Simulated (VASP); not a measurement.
# Co (P6_3/mmc) in VASP: notebook

Runs on Co. Level: PBEsol. Tasks: relaxation of cell and atoms, relaxation of shape and atoms at fixed volume.

Program: VASP 6.6.1. These are calculated values, not measurements. Logs are shortened: lines on timing, memory, paths and dates and some standing lists are left out, and cuts for length are marked.

### 1 The cell of the first run

The structure is hexagonal, space group P6_3/mmc (No. 194). The conventional cell has a = 2.458 Å, b = 2.458 Å, c = 3.960 Å, α = 90.00°, β = 90.00°, γ = 120.00°. Co (site symmetry -6m2) has 12 Co at 2.44 to 2.46 Å within 3.2 Å.

### 2 Relaxation of cell and atoms, PBEsol, collinear spin, ferromagnetic start

The input, INCAR:

```
SYSTEM = Co
  PREC = Accurate
  ENCUT = 600
  EDIFF = 1E-7
  ISMEAR = 0
  SIGMA = 0.1
  LREAL = .FALSE.
  LASPH = .TRUE.
  NELM = 150
  ALGO = Fast
  ISIF = 3
  LWAVE = .FALSE.
  LCHARG = .FALSE.
  ISPIN = 2
  MAGMOM = 1.78 1.78
  LORBIT = 11
  LMAXMIX = 4
  GGA = PS
  IBRION = 2
  NSW = 100
  EDIFFG = -0.005
```

The input, KPOINTS:

```
regular mesh
0
G
  18 18 10
  0 0 0
```

The input, POSCAR:

```
Co
1.0
    2.4579066811      0.0000000000      0.0000000000
   -1.2289533406      2.1286096260      0.0000000000
    0.0000000000      0.0000000000      3.9602345133
Co
2
Direct
    0.3333333333      0.6666666667      0.2500000000
    0.6666666667      0.3333333333      0.7500000000
```

Potentials or basis: VASP PAW PBE potentials, release 64 (Co).

Command:

```console
cat potpaw_PBE.64/Co/POTCAR > POTCAR
mpirun -np 1 vasp_std > vasp.out
```

OUTCAR:

```text
SYSTEM = Co
   PREC = Accurate
   ENCUT = 600
   EDIFF = 1E-7
   ISMEAR = 0
   LREAL = .FALSE.
   LASPH = .TRUE.
   NELM = 150
   ISIF = 3
   ISPIN = 2
   LORBIT = 11
   GGA = PS
   IBRION = 2
   NSW = 100
   EDIFFG = -0.005

 ion  position               nearest neighbor table
   1  0.333  0.667  0.250-   2 2.44   2 2.44   2 2.44   2 2.44   2 2.44   2 2.44
   2  0.667  0.333  0.750-   1 2.44   1 2.44   1 2.44   1 2.44   1 2.44   1 2.44

  LATTYP: Found a hexagonal cell.
 ALAT       =     2.4579066811
 C/A-ratio  =     1.6112224861

  Lattice vectors:

 A1 = (   2.4579066811,   0.0000000000,   0.0000000000)
 A2 = (  -1.2289533406,   2.1286096260,   0.0000000000)
 A3 = (   0.0000000000,   0.0000000000,   3.9602345133)

Analysis of symmetry for initial positions (statically):
=====================================================================
 Subroutine PRICEL returns:
 Original cell was already a primitive cell.

 Routine SETGRP: Setting up the symmetry group for a
 hexagonal supercell.

 Subroutine GETGRP returns: Found 24 space group operations
 (whereof 12 operations were pure point group operations)
 out of a pool of 24 trial point group operations.

The static configuration has the point symmetry D_3d.
 The point group associated with its full space group is D_6h.

Analysis of symmetry for dynamics (positions and initial velocities):
=====================================================================
 Subroutine PRICEL returns:
 Original cell was already a primitive cell.

 Routine SETGRP: Setting up the symmetry group for a
 hexagonal supercell.

 Subroutine GETGRP returns: Found 24 space group operations
 (whereof 12 operations were pure point group operations)
 out of a pool of 24 trial point group operations.

The dynamic configuration has the point symmetry D_3d.
 The point group associated with its full space group is D_6h.

Analysis of structural, dynamic, and magnetic symmetry:
=====================================================================
 Subroutine PRICEL returns:
 Original cell was already a primitive cell.

 Routine SETGRP: Setting up the symmetry group for a
 hexagonal supercell.

 Subroutine GETGRP returns: Found 24 space group operations
 (whereof 12 operations were pure point group operations)
 out of a pool of 24 trial point group operations.

The overall configuration has the point symmetry D_3d.
 The point group associated with its full space group is D_6h.

 Subroutine INISYM returns: Found 24 space group operations
 (whereof 12 operations are pure point group operations),
 and found     1 'primitive' translations

----------------------------------------------------------------------------------------

                                     Primitive cell

  volume of cell :      20.7196

  direct lattice vectors                    reciprocal lattice vectors
     2.457906681  0.000000000  0.000000000     0.406850271  0.234895114  0.000000000
    -1.228953341  2.128609626  0.000000000     0.000000000  0.469790227  0.000000000
     0.000000000  0.000000000  3.960234513     0.000000000  0.000000000  0.252510299

  length of vectors
     2.457906681  2.457906681  3.960234513     0.469790227  0.469790227  0.252510299

  position of ions in fractional coordinates (direct lattice)
     0.333333333  0.666666667  0.250000000
     0.666666667  0.333333333  0.750000000

  ion indices of the primitive-cell ions
   primitive index   ion index
                 1           1
                 2           2

----------------------------------------------------------------------------------------

 KPOINTS: regular mesh

Automatic generation of k-mesh.
 Grid dimensions read from file:
 generate k-points for:   18   18   10

 Generating k-lattice:

  Cartesian coordinates                     Fractional coordinates (reciprocal lattice)
     0.022602793  0.013049729  0.000000000     0.055555556  0.000000000  0.000000000
     0.000000000  0.026099457  0.000000000     0.000000000  0.055555556  0.000000000
     0.000000000  0.000000000  0.025251030     0.000000000  0.000000000  0.100000000

  Length of vectors
     0.026099457  0.026099457  0.025251030

  Shift w.r.t. Gamma in fractional coordinates (k-lattice)
     0.000000000  0.000000000  0.000000000

 Subroutine IBZKPT returns following result:
 ===========================================

 Found    222 irreducible k-points:

 Following reciprocal coordinates:
            Coordinates               Weight
  0.000000  0.000000  0.000000      1.000000
  0.055556 -0.000000  0.000000      6.000000
  0.111111 -0.000000  0.000000      6.000000
  0.166667  0.000000  0.000000      6.000000
  0.222222  0.000000  0.000000      6.000000
  0.277778  0.000000  0.000000      6.000000
[... 16 lines left out ...]
  0.333333  0.111111  0.000000     12.000000
  0.388889  0.111111  0.000000     12.000000
 [... further k-points ...]
   k-points           NKPTS =    222   k-points in BZ     NKDIM =    222   number of bands    NBANDS=     15
   number of dos      NEDOS =    301   number of ions     NIONS =      2
   total plane-waves  NPLWV =  12800
   dimension x,y,z NGX =    20 NGY =   20 NGZ =   32
   dimension x,y,z NGXF=    40 NGYF=   40 NGZF=   64
   ions per type =               2
   NGX,Y,Z   is equivalent  to a cutoff of  13.53, 13.53, 13.43 a.u.
   NGXF,Y,Z  is equivalent  to a cutoff of  27.05, 27.05, 26.87 a.u.
 SYSTEM =  Co
   PREC   = accura    normal or accurate (medium, high low for compatibility)
   ISTART =      0    job   : 0-new  1-cont  2-samecut
   ICHARG =      2    charge: 1-file 2-atom 10-const
   ISPIN  =      2    spin polarized calculation?
   LNONCOLLINEAR =      F non collinear calculations
   LSORBIT =      F    spin-orbit coupling
   LASPH  =      T    aspherical Exc in radial PAW
   ENCUT  =  600.0 eV  44.10 Ry    6.64 a.u.   4.91  4.91  7.91*2*pi/ulx,y,z
   NELM   =    150;   NELMIN=  2; NELMDL= -5     # of ELM steps
   EDIFF  = 0.1E-06   stopping-criterion for ELM
   LREAL  =      F    real-space projection
   EDIFFG = -.5E-02   stopping-criterion for IOM
   NSW    =    100    number of steps for IOM
   IBRION =      2    ionic relax: 0-MD 1-quasi-New 2-CG
   NFREE  =      1    steps in history (QN), initial steepest desc. (CG)
   ISIF   =      3    stress and relaxation
   ISYM   =      2    0-nonsym 1-usesym 2-fastsym
   POTIM  = 0.5000    time-step for ionic-motion
   TEBEG  =    0.0;   TEEND  =   0.0 temperature during run
   PSTRESS=    0.0 pullay stress
   NELECT =      18.0000    total number of electrons
   NUPDOWN=      -1.0000    fix difference up-down
   EMIN   =  10.00;   EMAX   =-10.00  energy-range for DOS
   EFERMI =   0.00;   METHOD = LEGACY
   ISMEAR =     0;   SIGMA  =   0.10  broadening in eV -4-tet -1-fermi 0-gaus
   EFERMI_NEDOS =   21; number of points for ismear=-14 and -15
   IALGO  =     68    algorithm
   IMIX   =      4    mixing-type and parameters
     AMIX     =   0.40;   BMIX     =  1.00
     AMIX_MAG =   1.60;   BMIX_MAG =  1.00
  volume/ion in A,a.u.               =      10.36        69.91
  Fermi-wavevector in a.u.,A,eV,Ry     =   1.562086  2.951914 33.199741  2.440112
  Thomas-Fermi vector in A             =   2.665056
   LORBIT       =     11    0 simple, 1 ext, 2 COOP (PROOUT), +10 PAW based schemes
   GGA     = PS    functional components
   LHFCALC =     F    Hartree Fock is set to
   AEXX    =    0.0000 exact exchange contribution
   IVDW    =     0    specifies the selected vdW correction
   LEPSILON=     F    determine dielectric tensor
   LRPA    =     F    only Hartree local field effects (RPA)
 conjugate gradient relaxation of ions
 spin polarized calculation
 RMM-DIIS sequential band-by-band and
 Gauss-broadening in eV      SIGMA  =   0.10
  energy-cutoff  :      600.00
  volume of cell :       20.72
 maximum number of plane-waves:       706
 NGX is ok and might be reduce to    20
   NGX =  9   NGY =  9   NGZ = 15

--------------------------------------- Ionic step        1  -------------------------------------------

 number of electron      18.0000001 magnetization       3.1326268

 Free energy of the ion-electron system (eV)
  ---------------------------------------------------
  ext. energy  EPLUGINS =         0.00000000
  ---------------------------------------------------
  free energy    TOTEN  =       -15.47796824 eV

  energy without entropy =      -15.46946252  energy(sigma->0) =      -15.47371538

------------------------ aborting loop because EDIFF is reached ----------------------------------------

  FORCE on cell =-STRESS in cart. coord.  units (eV):
  Direction    XX          YY          ZZ          XY          YZ          ZX
  --------------------------------------------------------------------------------------
  -------------------------------------------------------------------------------------
  Total       -0.1294306     -0.1294306     -0.0218802      0.0000000     -0.0000000      0.0000000
  in kB      -10.0084135    -10.0084135     -1.6919226      0.0000000     -0.0000000      0.0000000
  external PRESSURE =      -7.2362499 kB  Pullay stress =       0.0000000 kB
[... 93 lines left out ...]
  energy  without entropy=      -15.4696732418  energy(sigma->0) =      -15.47392309

--------------------------------------- Ionic step        4  -------------------------------------------

 number of electron      18.0000001 magnetization       3.1313261

 Free energy of the ion-electron system (eV)
  ---------------------------------------------------
  ext. energy  EPLUGINS =         0.00000000
  ---------------------------------------------------
  free energy    TOTEN  =       -15.47819438 eV

  energy without entropy =      -15.46967364  energy(sigma->0) =      -15.47393401

 E-fermi :  10.7724     XC(G=0): -13.8718

 val. band max:       10.7711246404   @ k =   0.2222   0.2222   0.4000
 cond. band min:      10.7749289384   @ k =   0.2222   0.1111   0.1000
 fundamental gap:      0.0038042980
 Fermi energy:        10.7723713553

 spin component 1

 k-point     1 :       0.0000    0.0000    0.0000
  band No.  band energies     occupation
      1       1.5181      1.00000
      2       5.4030      1.00000
      3       8.1277      1.00000
      4       8.1445      1.00000
      5       8.1445      1.00000
      6       8.4873      1.00000
      7       8.4873      1.00000
      8       8.8633      1.00000
      9       8.8633      1.00000
     10      10.0624      1.00000
     11      10.0624      1.00000
     12      10.6337      0.97506
     13      17.5853      0.00000
     14      33.1026      0.00000
     15      36.1410      0.00000
[... 399 lines left out ...]
      1       5.8997      1.00000
      2       6.0757      1.00000
      3       6.2003      1.00000
      4       7.7385      1.00000
      5       7.9062      1.00000
      6       8.2199      1.00000
      7       8.5772      1.00000
      8      10.0374      1.00000
      9      10.2165      1.00000
     10      10.2406      1.00000
     11      12.0083      0.00000
     12      15.6178      0.00000
     13      20.5233      0.00000
     14      21.3777      0.00000
     15      23.6266      0.00000

 [... further k-points ...]

 spin component 2

 k-point     1 :       0.0000    0.0000    0.0000
  band No.  band energies     occupation
      1       1.5828      1.00000
      2       6.3349      1.00000
      3       9.7028      1.00000
      4       9.7196      1.00000
      5       9.7196      1.00000
      6      10.1158      1.00000
      7      10.1158      1.00000
      8      10.5605      0.99863
      9      10.5605      0.99863
     10      10.6566      0.94915
     11      11.8746      0.00000
     12      11.8746      0.00000
     13      18.5995      0.00000
     14      32.9388      0.00000
     15      36.3136      0.00000
[... 443 lines left out ...]
  FREE ENERGIE OF THE ION-ELECTRON SYSTEM (eV)
  ---------------------------------------------------
  free  energy   TOTEN  =       -15.4781943833 eV

  energy  without entropy=      -15.4696736433  energy(sigma->0) =      -15.47393401

 reached required accuracy - stopping structural energy minimisation

 total charge

# of ion       s       p       d       tot
------------------------------------------
    1        0.510   0.569   7.293   8.372
    2        0.510   0.569   7.293   8.372
--------------------------------------------------
tot          1.020   1.138  14.586  16.744

 magnetization (x)

# of ion       s       p       d       tot
------------------------------------------
    1       -0.015  -0.053   1.640   1.572
    2       -0.015  -0.053   1.640   1.572
--------------------------------------------------
tot         -0.031  -0.105   3.281   3.145
```

It took 8 min on 1 thread of AMD EPYC 7R43 (Zen 3), shared host; peak memory 0.21 GiB.

Results:

| Property | Result |
| --- | --- |
| Free energy | -15.4782 eV |
| Relaxed volume | 10.33 Å³/atom |
| Relaxed cell | a = 2.453 Å, b = 2.453 Å, c = 3.963 Å, α = 90.00°, β = 90.00°, γ = 120.00° |
| Space group after relaxing (to 0.1 Å) | P6_3/mmc (No. 194) |
| Energy gained by relaxing | 0.1 meV/atom |
| Ionic steps | 4 |
| Pressure after relaxing | 0.0 GPa |
| Net moment | 3.13 μB per cell |
| Site moments | Co +1.57 μB |
| Valence electrons inside the program's atomic spheres | Co 8.37 |

The path:
```csv
step,energy change (eV),largest force (eV/Å),pressure (GPa),volume (Å³)
1,0.0000,0.0000,-0.72,20.72
2,0.0000,0.0000,0.98,20.58
3,-0.0002,0.0000,0.10,20.65
4,-0.0002,0.0000,0.01,20.66
```

Final structure:
```
Co
1.0
     2.45344    0.00000    0.00000
    -1.22672    2.12474    0.00000
     0.00000    0.00000    3.96304
Co
2
Direct
  0.33333 0.66667 0.25000
  0.66667 0.33333 0.75000
```

Caveat: the PAW data sets were made with another functional, which shifts forces and pressure a little.

[end of part 1 of 2]
